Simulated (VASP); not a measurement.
# BN (P6_3/mmc) in VASP: further runs

BN is run at these levels: r2SCAN; tasks: single point.

Program: VASP 6.6.1. These are calculated values, not measurements. Logs are shortened: lines on timing, memory, paths and dates and some standing lists are left out, and cuts for length are marked.

### Step 1. The cell of the first run

The structure is hexagonal, space group P6_3/mmc (No. 194). Conventional cell: a = 2.493 Å, b = 2.493 Å, c = 6.216 Å, α = 90.00°, β = 90.00°, γ = 120.00°. Within 1.9 Å of B (site symmetry -6m2) lie 3 N at 1.44 Å. Within 1.9 Å of N (site symmetry -6m2) lie 3 B at 1.44 Å.

### Step 2. Single point, r2SCAN

File POSCAR:

```
BN
1.0
    2.4928006810      0.0000000000      0.0000000000
   -1.2464003405      2.1588287163      0.0000000000
    0.0000000000      0.0000000000      6.2158980447
B N
2 2
Direct
    0.3333333333      0.6666666667      0.2500000000
    0.6666666667      0.3333333333      0.7500000000
    0.3333333333      0.6666666667      0.7500000000
    0.6666666667      0.3333333333      0.2500000000
```

File INCAR.step1:

```
PREC     = Accurate       # precision mode
ENCUT    = 520            # plane-wave cutoff, eV
ISMEAR   = 0              # smearing method
SIGMA    = 0.02           # smearing width, eV
LREAL    = F              # projectors in reciprocal space
LASPH    = T              # aspherical terms in the spheres
NELM     = 80             # most SCF steps
NBANDS   = 16             # bands
GGA      = PE             # functional
ALGO     = Normal         # electronic algorithm
EDIFF    = 1E-4           # SCF threshold, eV
LWAVE    = T              # write WAVECAR
LCHARG   = F              # write CHGCAR
```

File INCAR.step2:

```
PREC     = Accurate       # precision mode
ENCUT    = 520            # plane-wave cutoff, eV
EDIFF    = 1E-6           # SCF threshold, eV
ISMEAR   = 0              # smearing method
SIGMA    = 0.02           # smearing width, eV
LREAL    = F              # projectors in reciprocal space
LASPH    = T              # aspherical terms in the spheres
NELM     = 80             # most SCF steps
ALGO     = Normal         # electronic algorithm
ISIF     = 2              # what is computed and relaxed
LWAVE    = F              # write WAVECAR
LCHARG   = F              # write CHGCAR
METAGGA  = R2SCAN         # meta-GGA
LMIXTAU  = T            
NBANDS   = 16             # bands
ISTART   = 1
```

File KPOINTS:

```
Automatic mesh
0
Gamma
  12 12 4
```

Potentials or basis: VASP PAW PBE potentials, release 64 (B, N).

The run is started by

```console
$ cat potpaw_PBE.64/B/POTCAR potpaw_PBE.64/N/POTCAR > POTCAR
$ cp INCAR.step1 INCAR
$ mpirun -np 1 vasp_std > vasp.out
$ cp INCAR.step2 INCAR
$ mpirun -np 1 vasp_std > vasp.out
```

OUTCAR:

```text
PREC = Accurate
   ENCUT = 520
   EDIFF = 1E-6
   ISMEAR = 0
   LREAL = F
   LASPH = T
   NELM = 80
   ISIF = 2
   METAGGA = R2SCAN
   ISTART = 1

 ion  position               nearest neighbor table
   1  0.333  0.667  0.250-   4 1.44   4 1.44   4 1.44
   2  0.667  0.333  0.750-   3 1.44   3 1.44   3 1.44
   3  0.333  0.667  0.750-   2 1.44   2 1.44   2 1.44
   4  0.667  0.333  0.250-   1 1.44   1 1.44   1 1.44

  LATTYP: Found a hexagonal cell.
 ALAT       =     2.4928006810
 C/A-ratio  =     2.4935399336

  Lattice vectors:

 A1 = (   2.4928006810,   0.0000000000,   0.0000000000)
 A2 = (  -1.2464003405,   2.1588287163,   0.0000000000)
 A3 = (   0.0000000000,   0.0000000000,   6.2158980447)

Analysis of symmetry for initial positions (statically):
=====================================================================
 Subroutine PRICEL returns:
 Original cell was already a primitive cell.

 Routine SETGRP: Setting up the symmetry group for a
 hexagonal supercell.

 Subroutine GETGRP returns: Found 24 space group operations
 (whereof 12 operations were pure point group operations)
 out of a pool of 24 trial point group operations.

The static configuration has the point symmetry D_3d.
 The point group associated with its full space group is D_6h.

Analysis of symmetry for dynamics (positions and initial velocities):
=====================================================================
 Subroutine PRICEL returns:
 Original cell was already a primitive cell.

 Routine SETGRP: Setting up the symmetry group for a
 hexagonal supercell.

 Subroutine GETGRP returns: Found 24 space group operations
 (whereof 12 operations were pure point group operations)
 out of a pool of 24 trial point group operations.

The dynamic configuration has the point symmetry D_3d.
 The point group associated with its full space group is D_6h.

 Subroutine INISYM returns: Found 24 space group operations
 (whereof 12 operations are pure point group operations),
 and found     1 'primitive' translations

----------------------------------------------------------------------------------------

                                     Primitive cell

  volume of cell :      33.4510

  direct lattice vectors                    reciprocal lattice vectors
     2.492800681  0.000000000  0.000000000     0.401155218  0.231607073  0.000000000
    -1.246400340  2.158828716  0.000000000     0.000000000  0.463214146  0.000000000
     0.000000000  0.000000000  6.215898045     0.000000000  0.000000000  0.160877800

  length of vectors
     2.492800681  2.492800681  6.215898045     0.463214146  0.463214146  0.160877800

  position of ions in fractional coordinates (direct lattice)
     0.333333333  0.666666667  0.250000000
     0.666666667  0.333333333  0.750000000
     0.333333333  0.666666667  0.750000000
     0.666666667  0.333333333  0.250000000

  ion indices of the primitive-cell ions
   primitive index   ion index
                 1           1
                 2           2
                 3           3
                 4           4

----------------------------------------------------------------------------------------

 KPOINTS: Automatic mesh

Automatic generation of k-mesh.
 Grid dimensions read from file:
 generate k-points for:   12   12    4

 Generating k-lattice:

  Cartesian coordinates                     Fractional coordinates (reciprocal lattice)
     0.033429601  0.019300589  0.000000000     0.083333333 -0.000000000  0.000000000
     0.000000000  0.038601179  0.000000000     0.000000000  0.083333333  0.000000000
     0.000000000  0.000000000  0.040219450     0.000000000  0.000000000  0.250000000

  Length of vectors
     0.038601179  0.038601179  0.040219450

  Shift w.r.t. Gamma in fractional coordinates (k-lattice)
     0.000000000  0.000000000  0.000000000

 Subroutine IBZKPT returns following result:
 ===========================================

 Found     57 irreducible k-points:

 Following reciprocal coordinates:
            Coordinates               Weight
  0.000000  0.000000  0.000000      1.000000
  0.083333  0.000000  0.000000      6.000000
  0.166667 -0.000000  0.000000      6.000000
  0.250000  0.000000  0.000000      6.000000
  0.333333  0.000000  0.000000      6.000000
  0.416667  0.000000  0.000000      6.000000
[... 16 lines left out ...]
  0.250000  0.000000  0.250000     12.000000
  0.333333  0.000000  0.250000     12.000000
 [... further k-points ...]
   k-points           NKPTS =     57   k-points in BZ     NKDIM =     57   number of bands    NBANDS=     16
   number of dos      NEDOS =    301   number of ions     NIONS =      4
   total plane-waves  NPLWV =  19200
   dimension x,y,z NGX =    20 NGY =   20 NGZ =   48
   dimension x,y,z NGXF=    40 NGYF=   40 NGZF=   96
   ions per type =               2   2
   NGX,Y,Z   is equivalent  to a cutoff of  13.34, 13.34, 12.84 a.u.
   NGXF,Y,Z  is equivalent  to a cutoff of  26.68, 26.68, 25.68 a.u.
 SYSTEM =  unknown system
   PREC   = accura    normal or accurate (medium, high low for compatibility)
   ISTART =      1    job   : 0-new  1-cont  2-samecut
   ICHARG =      0    charge: 1-file 2-atom 10-const
   ISPIN  =      1    spin polarized calculation?
   LNONCOLLINEAR =      F non collinear calculations
   LSORBIT =      F    spin-orbit coupling
   LASPH  =      T    aspherical Exc in radial PAW
   ENCUT  =  520.0 eV  38.22 Ry    6.18 a.u.   4.63  4.63 11.56*2*pi/ulx,y,z
   NELM   =     80;   NELMIN=  2; NELMDL=  0     # of ELM steps
   EDIFF  = 0.1E-05   stopping-criterion for ELM
   LREAL  =      F    real-space projection
   EDIFFG = 0.1E-04   stopping-criterion for IOM
   NSW    =      0    number of steps for IOM
   IBRION =     -1    ionic relax: 0-MD 1-quasi-New 2-CG
   NFREE  =      0    steps in history (QN), initial steepest desc. (CG)
   ISIF   =      2    stress and relaxation
   ISYM   =      2    0-nonsym 1-usesym 2-fastsym
   POTIM  = 0.5000    time-step for ionic-motion
   TEBEG  =    0.0;   TEEND  =   0.0 temperature during run
   PSTRESS=    0.0 pullay stress
   NELECT =      16.0000    total number of electrons
   NUPDOWN=      -1.0000    fix difference up-down
   EMIN   =  10.00;   EMAX   =-10.00  energy-range for DOS
   EFERMI =   0.00;   METHOD = LEGACY
   ISMEAR =     0;   SIGMA  =   0.02  broadening in eV -4-tet -1-fermi 0-gaus
   EFERMI_NEDOS =   21; number of points for ismear=-14 and -15
   IALGO  =     38    algorithm
   IMIX   =      4    mixing-type and parameters
     AMIX     =   0.40;   BMIX     =  1.00
     AMIX_MAG =   1.60;   BMIX_MAG =  1.00
  volume/ion in A,a.u.               =       8.36        56.43
  Fermi-wavevector in a.u.,A,eV,Ry     =   1.280300  2.419415 22.302223  1.639167
  Thomas-Fermi vector in A             =   2.412735
   LORBIT       =      0    0 simple, 1 ext, 2 COOP (PROOUT), +10 PAW based schemes
   METAGGA = R2SCAN    functional components
   LHFCALC =     F    Hartree Fock is set to
   AEXX    =    0.0000 exact exchange contribution
   IVDW    =     0    specifies the selected vdW correction
   LEPSILON=     F    determine dielectric tensor
   LRPA    =     F    only Hartree local field effects (RPA)
 non-spin polarized calculation
 Gauss-broadening in eV      SIGMA  =   0.02
  energy-cutoff  :      520.00
  volume of cell :       33.45
 maximum number of plane-waves:       919
 NGX is ok and might be reduce to    20
   NGX =  9   NGY =  9   NGZ = 23

 number of electron      15.9999998 magnetization

 Free energy of the ion-electron system (eV)
  ---------------------------------------------------
  ext. energy  EPLUGINS =         0.00000000
  ---------------------------------------------------
  free energy    TOTEN  =       -38.55521438 eV

  energy without entropy =      -38.55521438  energy(sigma->0) =      -38.55521438

 E-fermi :   2.7996     XC(G=0): -11.2149

 val. band max:        2.6946799397   @ k =   0.3333   0.2500   0.0000
 cond. band min:       7.4642930546   @ k =   0.5000   0.0000   0.0000
 fundamental gap:      4.7696131149
 Fermi energy:         2.7995668217

 k-point     1 :       0.0000    0.0000    0.0000
  band No.  band energies     occupation
      1     -16.3308      2.00000
      2     -15.8598      2.00000
      3      -4.1270      2.00000
      4      -1.1715      2.00000
      5       1.2859      2.00000
      6       1.2859      2.00000
[... 8 lines left out ...]
     15      16.2520      0.00000
     16      17.1562      0.00000

 k-point     2 :       0.0833    0.0000    0.0000
  band No.  band energies     occupation
      1     -16.1866      2.00000
      2     -15.7223      2.00000
      3      -3.9300      2.00000
      4      -0.9989      2.00000
      5       0.6925      2.00000
      6       0.7657      2.00000
[... 8 lines left out ...]
     15      16.5496      0.00000
     16      16.7340      0.00000

 k-point     3 :       0.1667   -0.0000    0.0000
  band No.  band energies     occupation
      1     -15.7622      2.00000
      2     -15.3186      2.00000
      3      -3.3462      2.00000
      4      -0.8126      2.00000
      5      -0.7219      2.00000
      6      -0.4934      2.00000
[... 8 lines left out ...]
     15      17.5574      0.00000
     16      17.9056      0.00000

 k-point     4 :       0.2500    0.0000    0.0000
  band No.  band energies     occupation
      1     -15.0858      2.00000
      2     -14.6798      2.00000
      3      -2.7216      2.00000
      4      -2.5975      2.00000
      5      -2.4014      2.00000
      6      -0.4431      2.00000
[... 8 lines left out ...]
     15      19.8028      0.00000
     16      19.9941      0.00000
[... 324 lines left out ...]
 k-point    22 :       0.1667   -0.0000    0.2500
  band No.  band energies     occupation
      1     -15.7018      2.00000
      2     -15.3886      2.00000
      3      -3.0081      2.00000
      4      -1.0855      2.00000
      5      -0.7894      2.00000
      6      -0.6655      2.00000
[... 8 lines left out ...]
     15      17.3842      0.00000
     16      17.5259      0.00000

 k-point    23 :       0.2500    0.0000    0.2500
  band No.  band energies     occupation
      1     -15.0301      2.00000
      2     -14.7433      2.00000
      3      -2.7386      2.00000
      4      -2.6282      2.00000
      5      -2.0327      2.00000
      6      -0.4276      2.00000
[... 8 lines left out ...]
     15      19.8270      0.00000
     16      19.9615      0.00000

 k-point    24 :       0.3333    0.0000    0.2500
  band No.  band energies     occupation
      1     -14.1807      2.00000
      2     -13.9379      2.00000
      3      -4.6001      2.00000
      4      -4.4915      2.00000
      5      -1.0939      2.00000
      6      -1.0119      2.00000
[... 8 lines left out ...]
     15      21.0284      0.00000
     16      22.5617      0.00000

 [... further k-points ...]
[... 5 lines left out ...]
  --------------------------------------------------------------------------------------
  -------------------------------------------------------------------------------------
  Total        1.0022779      1.0022779      0.7805040      0.0000000      0.0000000      0.0000000
  in kB       48.0052925     48.0052925     37.3831677      0.0000000      0.0000000      0.0000000
  external PRESSURE =      44.4645842 kB  Pullay stress =       0.0000000 kB

 VOLUME and BASIS-vectors are now :
 -----------------------------------------------------------------------------
  energy-cutoff  :      520.00
  volume of cell :       33.45
      direct lattice vectors                 reciprocal lattice vectors
     2.492800681  0.000000000  0.000000000     0.401155218  0.231607073  0.000000000
    -1.246400340  2.158828716  0.000000000     0.000000000  0.463214146  0.000000000
     0.000000000  0.000000000  6.215898045     0.000000000  0.000000000  0.160877800

 POSITION                                       TOTAL-FORCE (eV/Angst)
 -----------------------------------------------------------------------------------
     -0.00000      1.43922      1.55397        -0.000000      0.000000      0.000000
      1.24640      0.71961      4.66192         0.000000     -0.000000      0.000000
     -0.00000      1.43922      4.66192         0.000000     -0.000000      0.000000
      1.24640      0.71961      1.55397        -0.000000      0.000000      0.000000
 -----------------------------------------------------------------------------------
    total drift:                               -0.000000      0.000000      0.000000

  FREE ENERGIE OF THE ION-ELECTRON SYSTEM (eV)
  ---------------------------------------------------
  free  energy   TOTEN  =       -38.5552143785 eV

  energy  without entropy=      -38.5552143785  energy(sigma->0) =      -38.55521438
```

It took 49 s on 1 thread of Intel Xeon 6975P-C (Granite Rapids), shared host; peak memory 0.16 GiB.

What came out:

```yaml
Free_energy: -38.5552 eV
Pressure: 4.4 GPa
Band_gap_on_the_k_mesh: 4.77 eV, indirect (least direct gap 5.12 eV)
```

Levels at points of the mesh, in eV from the valence-band top:
| k point | band 4 | band 5 | band 6 | band 7 | band 8 | band 9 | band 10 | band 11 | band 12 | band 13 |
| --- | --- | --- | --- | --- | --- | --- | --- | --- | --- | --- |
| (0.00, 0.00, 0.00) | -3.87 | -1.41 | -1.41 | -1.34 | -1.34 | 6.14 | 11.98 | 12.30 | 12.30 | 12.52 |
| (0.50, 0.00, 0.00) | -9.29 | -4.39 | -4.27 | -1.76 | -0.35 | 4.77 | 6.66 | 10.38 | 10.67 | 13.73 |
| (0.00, 0.00, 0.50) | -5.53 | -1.37 | -1.37 | -1.37 | -1.37 | 9.03 | 9.03 | 12.41 | 12.41 | 12.41 |
| (0.50, 0.00, 0.50) | -9.36 | -4.33 | -4.33 | -1.00 | -1.00 | 5.30 | 5.30 | 10.77 | 10.77 | 14.83 |

Caveat: the PAW data sets were made with another functional, which shifts forces and pressure a little. A k mesh can miss the band edges.

### Step 3. Single point, r2SCAN

POSCAR is that of step 2.

File INCAR.step1:

```
SYSTEM = BN
PREC = Accurate
ENCUT = 520
ISMEAR = 0
SIGMA = 0.02
LREAL = .False.
LASPH = .True.
NELM = 100
NBANDS = 16
GGA = PE
ALGO = Normal
EDIFF = 1E-4
LWAVE = .True.
LCHARG = .False.
```

File INCAR.step2:

```
SYSTEM = BN
PREC = Accurate
ENCUT = 520
EDIFF = 1E-7
ISMEAR = 0
SIGMA = 0.02
LREAL = .False.
LASPH = .True.
NELM = 100
ALGO = Normal
ISIF = 2
LWAVE = .False.
LCHARG = .False.
METAGGA = R2SCAN
LMIXTAU = .True.
NBANDS = 16
ISTART = 1
```

File KPOINTS:

```
regular mesh
0
Gamma
  12 12 4
  0 0 0
```

Potentials or basis: VASP PAW PBE potentials, release 64 (B, N).

The run is started by

```console
$ cat potpaw_PBE.64/B/POTCAR potpaw_PBE.64/N/POTCAR > POTCAR
$ cp INCAR.step1 INCAR
$ mpirun -np 1 vasp_std > vasp.out
$ cp INCAR.step2 INCAR
$ mpirun -np 1 vasp_std > vasp.out
```

Run time: 53 s. Hardware: 1 thread of Intel Xeon 6975P-C (Granite Rapids), shared host; peak memory 0.16 GiB.

The run converged. Its results:

```yaml
Free_energy: -38.5552 eV
Pressure: 4.4 GPa
Band_gap_on_the_k_mesh: 4.77 eV, indirect (least direct gap 5.12 eV)
```

Stress tensor (GPa, compression positive):
```
4.80 0.00 0.00
0.00 4.80 0.00
0.00 0.00 3.74
```

Levels at points of the mesh, in eV from the valence-band top:
| k point | band 5 | band 6 | band 7 | band 8 | band 9 | band 10 | band 11 | band 12 |
| --- | --- | --- | --- | --- | --- | --- | --- | --- |
| (0.00, 0.00, 0.00) | -1.41 | -1.41 | -1.34 | -1.34 | 6.14 | 11.98 | 12.30 | 12.30 |
| (0.50, 0.00, 0.00) | -4.39 | -4.27 | -1.76 | -0.35 | 4.77 | 6.66 | 10.38 | 10.67 |
| (0.00, 0.00, 0.50) | -1.37 | -1.37 | -1.37 | -1.37 | 9.03 | 9.03 | 12.41 | 12.41 |
| (0.50, 0.00, 0.50) | -4.33 | -4.33 | -1.00 | -1.00 | 5.30 | 5.30 | 10.77 | 10.77 |

Caveat: the PAW data sets were made with another functional, which shifts forces and pressure a little. r2SCAN opens gaps a little over a GGA but as a rule still falls short of measured ones.

[end of part 1 of 2]
